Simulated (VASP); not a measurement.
# Ge (P6/mmm) in VASP: further runs

The runs below take Ge through single point, with BLYP.

Everything below comes from runs of VASP 6.6.1. Logs are shortened: lines on timing, memory, paths and dates and some standing lists are left out, and cuts for length are marked.

### 1 The cell of the first run

The structure is hexagonal, space group P6/mmm (No. 191). Conventional cell: a = 5.137 Å, b = 5.137 Å, c = 2.948 Å, α = 90.00°, β = 90.00°, γ = 120.00°. Within 3.9 Å of Ge (site symmetry 6/mmm) lie 14 Ge at 2.95 to 3.31 Å. Within 3.9 Å of Ge (site symmetry -6m2) lie 11 Ge at 2.95 to 3.31 Å.

### 2 Single point, BLYP (volume scaled by 1.04)

The input, INCAR:

```
SYSTEM = Ge
PREC = Accurate
ENCUT = 520
EDIFF = 1E-6
ISMEAR = -1
SIGMA = 0.1
LREAL = .FALSE.
LASPH = .TRUE.
NELM = 80
ALGO = Normal
ISIF = 2
LWAVE = .FALSE.
LCHARG = .FALSE.
GGA = B5
ALDAX = 1.0
AGGAX = 1.0
AGGAC = 1.0
ALDAC = 0.0
NBANDS = 28
```

The input, KPOINTS:

```
Automatic mesh
0
G
  8 8 12
  0 0 0
```

The input, POSCAR:

```
Ge
1.0
    5.1371047685      0.0000000000      0.0000000000
   -2.5685523843      4.4488632314      0.0000000000
    0.0000000000      0.0000000000      2.9476390210
Ge
3
Direct
    0.0000000000      0.0000000000      0.0000000000
    0.3333333333      0.6666666667      0.5000000000
    0.6666666667      0.3333333333      0.5000000000
```

Potentials or basis: VASP PAW PBE potentials, release 64 (Ge_d).

Run with:

```sh
> cat potpaw_PBE.64/Ge_d/POTCAR > POTCAR
> mpirun -np 1 vasp_std > vasp.out
```

OUTCAR:

```text
SYSTEM = Ge
   PREC = Accurate
   ENCUT = 520
   EDIFF = 1E-6
   ISMEAR = -1
   LREAL = .FALSE.
   LASPH = .TRUE.
   NELM = 80
   ISIF = 2
   GGA = B5

 ion  position               nearest neighbor table
   1  0.000  0.000  0.000-
   2  0.333  0.667  0.500-
   3  0.667  0.333  0.500-

  LATTYP: Found a hexagonal cell.
 ALAT       =     5.1371047685
 C/A-ratio  =     0.5737938302

  Lattice vectors:

 A1 = (   5.1371047685,   0.0000000000,   0.0000000000)
 A2 = (  -2.5685523843,   4.4488632314,   0.0000000000)
 A3 = (   0.0000000000,   0.0000000000,   2.9476390210)

Analysis of symmetry for initial positions (statically):
=====================================================================
 Subroutine PRICEL returns:
 Original cell was already a primitive cell.

 Routine SETGRP: Setting up the symmetry group for a
 hexagonal supercell.

 Subroutine GETGRP returns: Found 24 space group operations
 (whereof 24 operations were pure point group operations)
 out of a pool of 24 trial point group operations.

The static configuration has the point symmetry D_6h.

Analysis of symmetry for dynamics (positions and initial velocities):
=====================================================================
 Subroutine PRICEL returns:
 Original cell was already a primitive cell.

 Routine SETGRP: Setting up the symmetry group for a
 hexagonal supercell.

 Subroutine GETGRP returns: Found 24 space group operations
 (whereof 24 operations were pure point group operations)
 out of a pool of 24 trial point group operations.

The dynamic configuration has the point symmetry D_6h.

 Subroutine INISYM returns: Found 24 space group operations
 (whereof 24 operations are pure point group operations),
 and found     1 'primitive' translations

----------------------------------------------------------------------------------------

                                     Primitive cell

  volume of cell :      67.3662

  direct lattice vectors                    reciprocal lattice vectors
     5.137104769  0.000000000  0.000000000     0.194662177  0.112388261  0.000000000
    -2.568552384  4.448863231  0.000000000     0.000000000  0.224776521  0.000000000
     0.000000000  0.000000000  2.947639021     0.000000000  0.000000000  0.339254567

  length of vectors
     5.137104769  5.137104769  2.947639021     0.224776521  0.224776521  0.339254567

  position of ions in fractional coordinates (direct lattice)
     0.000000000  0.000000000  0.000000000
     0.333333333  0.666666667  0.500000000
     0.666666667  0.333333333  0.500000000

  ion indices of the primitive-cell ions
   primitive index   ion index
                 1           1
                 2           2
                 3           3

----------------------------------------------------------------------------------------

 KPOINTS: Automatic mesh

Automatic generation of k-mesh.
 Grid dimensions read from file:
 generate k-points for:    8    8   12

 Generating k-lattice:

  Cartesian coordinates                     Fractional coordinates (reciprocal lattice)
     0.024332772  0.014048533  0.000000000     0.125000000  0.000000000  0.000000000
     0.000000000  0.028097065  0.000000000     0.000000000  0.125000000  0.000000000
     0.000000000  0.000000000  0.028271214     0.000000000  0.000000000  0.083333333

  Length of vectors
     0.028097065  0.028097065  0.028271214

  Shift w.r.t. Gamma in fractional coordinates (k-lattice)
     0.000000000  0.000000000  0.000000000

 Subroutine IBZKPT returns following result:
 ===========================================

 Found     70 irreducible k-points:

 Following reciprocal coordinates:
            Coordinates               Weight
  0.000000  0.000000  0.000000      1.000000
  0.125000 -0.000000  0.000000      6.000000
  0.250000 -0.000000  0.000000      6.000000
  0.375000 -0.000000  0.000000      6.000000
  0.500000 -0.000000  0.000000      3.000000
  0.125000  0.125000  0.000000      6.000000
[... 16 lines left out ...]
  0.250000 -0.000000  0.166667     12.000000
  0.375000 -0.000000  0.166667     12.000000
 [... further k-points ...]
   k-points           NKPTS =     70   k-points in BZ     NKDIM =     70   number of bands    NBANDS=     28
   number of dos      NEDOS =    301   number of ions     NIONS =      3
   total plane-waves  NPLWV =  38400
   dimension x,y,z NGX =    40 NGY =   40 NGZ =   24
   dimension x,y,z NGXF=    80 NGYF=   80 NGZF=   48
   ions per type =               3
   NGX,Y,Z   is equivalent  to a cutoff of  12.94, 12.94, 13.54 a.u.
   NGXF,Y,Z  is equivalent  to a cutoff of  25.89, 25.89, 27.07 a.u.
 SYSTEM =  Ge
   PREC   = accura    normal or accurate (medium, high low for compatibility)
   ISTART =      0    job   : 0-new  1-cont  2-samecut
   ICHARG =      2    charge: 1-file 2-atom 10-const
   ISPIN  =      1    spin polarized calculation?
   LNONCOLLINEAR =      F non collinear calculations
   LSORBIT =      F    spin-orbit coupling
   LASPH  =      T    aspherical Exc in radial PAW
   ENCUT  =  520.0 eV  38.22 Ry    6.18 a.u.   9.55  9.55  5.48*2*pi/ulx,y,z
   NELM   =     80;   NELMIN=  2; NELMDL= -5     # of ELM steps
   EDIFF  = 0.1E-05   stopping-criterion for ELM
   LREAL  =      F    real-space projection
   EDIFFG = 0.1E-04   stopping-criterion for IOM
   NSW    =      0    number of steps for IOM
   IBRION =     -1    ionic relax: 0-MD 1-quasi-New 2-CG
   NFREE  =      0    steps in history (QN), initial steepest desc. (CG)
   ISIF   =      2    stress and relaxation
   ISYM   =      2    0-nonsym 1-usesym 2-fastsym
   POTIM  = 0.5000    time-step for ionic-motion
   TEBEG  =    0.0;   TEEND  =   0.0 temperature during run
   PSTRESS=    0.0 pullay stress
   NELECT =      42.0000    total number of electrons
   NUPDOWN=      -1.0000    fix difference up-down
   EMIN   =  10.00;   EMAX   =-10.00  energy-range for DOS
   EFERMI =   0.00;   METHOD = LEGACY
   ISMEAR =    -1;   SIGMA  =   0.10  broadening in eV -4-tet -1-fermi 0-gaus
   EFERMI_NEDOS =   21; number of points for ismear=-14 and -15
   IALGO  =     38    algorithm
   IMIX   =      4    mixing-type and parameters
     AMIX     =   0.40;   BMIX     =  1.00
     AMIX_MAG =   1.60;   BMIX_MAG =  1.00
  volume/ion in A,a.u.               =      22.46       151.54
  Fermi-wavevector in a.u.,A,eV,Ry     =   1.398548  2.642872 26.612127  1.955936
  Thomas-Fermi vector in A             =   2.521695
   LORBIT       =      0    0 simple, 1 ext, 2 COOP (PROOUT), +10 PAW based schemes
   GGA     = B5    functional components
   LHFCALC =     F    Hartree Fock is set to
   AEXX    =    0.0000 exact exchange contribution
   IVDW    =     0    specifies the selected vdW correction
   LEPSILON=     F    determine dielectric tensor
   LRPA    =     F    only Hartree local field effects (RPA)
 non-spin polarized calculation
  energy-cutoff  :      520.00
  volume of cell :       67.37
 maximum number of plane-waves:      1846
 NGX is ok and might be reduce to    40
   NGX = 19   NGY = 19   NGZ = 11

 number of electron      42.0000011 magnetization

 Free energy of the ion-electron system (eV)
  ---------------------------------------------------
  ext. energy  EPLUGINS =         0.00000000
  ---------------------------------------------------
  free energy    TOTEN  =       -10.03481275 eV

  energy without entropy =       -9.98498476  energy(sigma->0) =      -10.00989875

 E-fermi :   5.4247     XC(G=0):  -9.8446

 val. band max:        5.4211386081   @ k =   0.5000  -0.0000   0.2500
 cond. band min:       5.4394976822   @ k =   0.2500   0.2500   0.3333
 fundamental gap:      0.0183590740
 Fermi energy:         5.4247471236

 k-point     1 :       0.0000    0.0000    0.0000
  band No.  band energies     occupation
      1     -19.4146      2.00000
      2     -19.3878      2.00000
      3     -19.3878      2.00000
      4     -19.3483      2.00000
      5     -19.3483      2.00000
      6     -19.1626      2.00000
[... 20 lines left out ...]
     27      13.6212      0.00000
     28      14.0155      0.00000

 k-point     2 :       0.1250   -0.0000    0.0000
  band No.  band energies     occupation
      1     -19.4146      2.00000
      2     -19.3879      2.00000
      3     -19.3879      2.00000
      4     -19.3484      2.00000
      5     -19.3483      2.00000
      6     -19.1621      2.00000
[... 20 lines left out ...]
     27      13.4808      0.00000
     28      14.1327      0.00000

 k-point     3 :       0.2500   -0.0000    0.0000
  band No.  band energies     occupation
      1     -19.4144      2.00000
      2     -19.3881      2.00000
      3     -19.3881      2.00000
      4     -19.3485      2.00000
      5     -19.3482      2.00000
      6     -19.1603      2.00000
[... 20 lines left out ...]
     27      13.2203      0.00000
     28      14.4598      0.00000

 k-point     4 :       0.3750   -0.0000    0.0000
  band No.  band energies     occupation
      1     -19.4143      2.00000
      2     -19.3884      2.00000
      3     -19.3883      2.00000
      4     -19.3485      2.00000
      5     -19.3481      2.00000
      6     -19.1575      2.00000
[... 20 lines left out ...]
     27      13.0304      0.00000
     28      14.8103      0.00000

 k-point     5 :       0.5000   -0.0000    0.0000
  band No.  band energies     occupation
      1     -19.4143      2.00000
      2     -19.3886      2.00000
      3     -19.3884      2.00000
      4     -19.3486      2.00000
      5     -19.3480      2.00000
      6     -19.1549      2.00000
[... 20 lines left out ...]
     27      12.9614      0.00000
     28      13.8517      0.00000

 k-point     6 :       0.1250    0.1250    0.0000
  band No.  band energies     occupation
      1     -19.4145      2.00000
      2     -19.3880      2.00000
      3     -19.3880      2.00000
      4     -19.3484      2.00000
      5     -19.3482      2.00000
      6     -19.1609      2.00000
[... 463 lines left out ...]
      5     -19.3575      2.00000
      6     -19.1381      2.00000
[... 20 lines left out ...]
     27      11.9878      0.00000
     28      16.1762      0.00000

 k-point    22 :       0.1250   -0.0000    0.1667
  band No.  band energies     occupation
      1     -19.3893      2.00000
      2     -19.3873      2.00000
      3     -19.3872      2.00000
      4     -19.3575      2.00000
      5     -19.3574      2.00000
      6     -19.1378      2.00000
[... 20 lines left out ...]
     27      11.7526      0.00000
     28      16.1426      0.00000

 k-point    23 :       0.2500   -0.0000    0.1667
  band No.  band energies     occupation
      1     -19.3892      2.00000
      2     -19.3873      2.00000
      3     -19.3873      2.00000
      4     -19.3575      2.00000
      5     -19.3573      2.00000
      6     -19.1370      2.00000
[... 20 lines left out ...]
     27      11.0506      0.00000
     28      15.5916      0.00000

 k-point    24 :       0.3750   -0.0000    0.1667
  band No.  band energies     occupation
      1     -19.3892      2.00000
      2     -19.3874      2.00000
      3     -19.3873      2.00000
      4     -19.3575      2.00000
      5     -19.3571      2.00000
      6     -19.1363      2.00000
[... 20 lines left out ...]
     27      10.0483      0.00000
     28      14.8928      0.00000

 [... further k-points ...]
[... 5 lines left out ...]
  --------------------------------------------------------------------------------------
  -------------------------------------------------------------------------------------
  Total       -0.8487910     -0.8487910     -0.9158429      0.0000000     -0.0000000     -0.0000000
  in kB      -20.1868981    -20.1868981    -21.7816011      0.0000000     -0.0000000     -0.0000000
  external PRESSURE =     -20.7184658 kB  Pullay stress =       0.0000000 kB

 VOLUME and BASIS-vectors are now :
 -----------------------------------------------------------------------------
  energy-cutoff  :      520.00
  volume of cell :       67.37
      direct lattice vectors                 reciprocal lattice vectors
     5.137104769  0.000000000  0.000000000     0.194662177  0.112388261  0.000000000
    -2.568552384  4.448863231  0.000000000     0.000000000  0.224776521  0.000000000
     0.000000000  0.000000000  2.947639021     0.000000000  0.000000000  0.339254567

 POSITION                                       TOTAL-FORCE (eV/Angst)
 -----------------------------------------------------------------------------------
      0.00000      0.00000      0.00000         0.000000      0.000000      0.000000
     -0.00000      2.96591      1.47382        -0.000000      0.000000      0.000000
      2.56855      1.48295      1.47382         0.000000     -0.000000      0.000000
 -----------------------------------------------------------------------------------
    total drift:                               -0.000000      0.000000      0.000000

  FREE ENERGIE OF THE ION-ELECTRON SYSTEM (eV)
  ---------------------------------------------------
  free  energy   TOTEN  =       -10.0348127462 eV

  energy  without entropy=       -9.9849847608  energy(sigma->0) =      -10.00989875
```

Wall time 48 s (1 thread of Intel Xeon 6975P-C (Granite Rapids), shared host); peak memory 0.24 GiB.

What came out:

```yaml
Free_energy: -10.0348 eV
Pressure: -2.1 GPa
Band_gap_on_the_k_mesh: zero (band 21 reaches 7.00 eV, above the bottom of band 22 at 3.04 eV)
```

Stress tensor (GPa, compression positive):
```
-2.02  0.00  0.00
 0.00 -2.02  0.00
 0.00  0.00 -2.18
```

Caveat: the PAW data sets were made with another functional, which shifts forces and pressure a little.

### 3 Single point, BLYP (volume scaled by 1.08)

The input, INCAR:

```
AGGAC    = 1.0          
AGGAX    = 1.0          
ALDAC    = 0.0          
ALDAX    = 1.0          
ALGO     = Normal         # electronic algorithm
EDIFF    = 1E-6           # SCF threshold, eV
ENCUT    = 520            # plane-wave cutoff, eV
GGA      = B5             # functional
ISIF     = 2              # what is computed and relaxed
ISMEAR   = -1             # smearing method
LASPH    = T              # aspherical terms in the spheres
LCHARG   = F              # write CHGCAR
LREAL    = F              # projectors in reciprocal space
LWAVE    = F              # write WAVECAR
NBANDS   = 28             # bands
NELM     = 60             # most SCF steps
PREC     = Accurate       # precision mode
SIGMA    = 0.1            # smearing width, eV
```

The input, KPOINTS:

```
k-points
0
Gamma
  8 8 12
```

The input, POSCAR:

```
Ge
1.0
    5.2021383150      0.0000000000      0.0000000000
   -2.6010691575      4.5051839348      0.0000000000
    0.0000000000      0.0000000000      2.9849548688
Ge
3
Direct
    0.0000000000      0.0000000000      0.0000000000
    0.3333333333      0.6666666667      0.5000000000
    0.6666666667      0.3333333333      0.5000000000
```

Potentials or basis: VASP PAW PBE potentials, release 64 (Ge_d).

Run with:

```sh
> cat potpaw_PBE.64/Ge_d/POTCAR > POTCAR
> mpirun -np 1 vasp_std > vasp.out
```

It took 50 s on 1 thread of Intel Xeon 6975P-C (Granite Rapids), shared host; peak memory 0.24 GiB.

The run converged. Its results:

- Free energy: -9.9960 eV
- Pressure: -3.5 GPa
- Band gap on the k mesh: zero (band 21 reaches 6.64 eV, above the bottom of band 22 at 2.83 eV)

Levels at points of the mesh, in eV from the Fermi level:
| k point | band 18 | band 19 | band 20 | band 21 | band 22 | band 23 | band 24 | band 25 |
| --- | --- | --- | --- | --- | --- | --- | --- | --- |
| (0.00, 0.00, 0.00) | -6.72 | -2.35 | -2.35 | -2.26 | -2.26 | 4.21 | 6.58 | 6.58 |
| (0.50, 0.00, 0.00) | -7.67 | -4.13 | 0.46 | 0.55 | 2.50 | 2.92 | 3.65 | 5.65 |
| (0.00, 0.00, 0.50) | -4.06 | -2.05 | -1.40 | -0.56 | -0.14 | -0.14 | 1.16 | 1.16 |
| (0.50, 0.00, 0.50) | -6.21 | -3.59 | -2.80 | -1.70 | -0.99 | 0.65 | 3.01 | 3.65 |

Caveat: the PAW data sets were made with another functional, which shifts forces and pressure a little.

(Continued in part 2 of 2.)
